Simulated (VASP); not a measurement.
Input of a VASP 6.6.1 run:

The input INCAR:

```
ALGO = Normal
EDIFF = 1E-7
ENCUT = 520
GGA = PE
ISIF = 2
ISMEAR = 0
LASPH = T
LCHARG = F
LREAL = F
LWAVE = F
NBANDS = 18
NELM = 80
PREC = Accurate
SIGMA = 0.1
```

KPOINTS

```
k-points
0
Gamma
  4 4 4
```

File POSCAR:

```
CsBr2
1.0
    0.0000000000      4.2373718000      4.2373718000
    4.2373718000      0.0000000000      4.2373718000
    4.2373718000      4.2373718000      0.0000000000
Cs Br
1 2
Direct
    0.0000000000      0.0000000000      0.0000000000
    0.2500000000      0.2500000000      0.2500000000
    0.7500000000      0.7500000000      0.7500000000
```

Potentials or basis: VASP PAW PBE potentials, release 64 (Cs_sv, Br).

Run with:

```sh
$ cat potpaw_PBE.64/Cs_sv/POTCAR potpaw_PBE.64/Br/POTCAR > POTCAR
$ mpirun -np 1 vasp_std > vasp.out
```

Q: Predict the pressure.

A: 0.1 GPa.

Caveat: an odd number of electrons without spin polarisation forces a metal; a magnetic or distorted state may lie lower.
